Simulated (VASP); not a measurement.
Set up this calculation in VASP 6.6.1, as the native input.

```
Task                   : single point
Functional             : PBE
Potentials or basis    : VASP PAW PBE potentials, release 64 (W_sv)
Cutoff                 : 520 eV
k mesh                 : 17 × 17 × 17
Occupations            : fermi-dirac, width 0.08 eV
Spin                   : no spin polarisation
Dipole correction      : no
Further INCAR settings : ALGO = Normal; EDIFF = 1e-06; NBANDS = 21
```

The structure of W lies in POSCAR:

```
W
1.0
   -2.4263277310      2.4263277310      1.2809486862
    2.4263277310     -2.4263277310      1.2809486862
    2.4263277310      2.4263277310     -1.2809486862
W
2
Direct
   -0.3750000000     -0.1250000000     -0.2500000000
    0.3750000000      0.1250000000      0.2500000000
```

These files were run (other wordings do the same):

INCAR

```
SYSTEM = W
PREC     = Accurate       ! precision mode
ENCUT    = 520            ! plane-wave cutoff, eV
EDIFF    = 1E-6           ! SCF threshold, eV
ISMEAR   = -1             ! smearing method
SIGMA    = 0.08           ! smearing width, eV
LREAL    = .FALSE.        ! projectors in reciprocal space
LASPH    = .TRUE.         ! aspherical terms in the spheres
NELM     = 100            ! most SCF steps
ALGO     = Normal         ! electronic algorithm
ISIF     = 2              ! what is computed and relaxed
LWAVE    = .FALSE.        ! write WAVECAR
LCHARG   = .FALSE.        ! write CHGCAR
GGA      = PE             ! functional
NBANDS   = 21             ! bands
```

KPOINTS

```
regular mesh
0
G
  17 17 17
  0 0 0
```

Potentials or basis: VASP PAW PBE potentials, release 64 (W_sv).

The run is started by

```bash
$ cat potpaw_PBE.64/W_sv/POTCAR > POTCAR
$ mpirun -np 1 vasp_std > vasp.out
```

Results of the run:

```json
{
  "Pressure": "50.8 GPa",
  "Band gap on the k mesh": "zero (bands 14 and 15 overlap by 3.84 eV)"
}
```

Caveat: the cell stands under pressure; spin-orbit coupling is left out, which moves the levels of the heavy elements.

Run time: 5.3 min on 1 thread of Intel Xeon 8259CL, with other jobs on the host, peak memory 0.32 GiB.
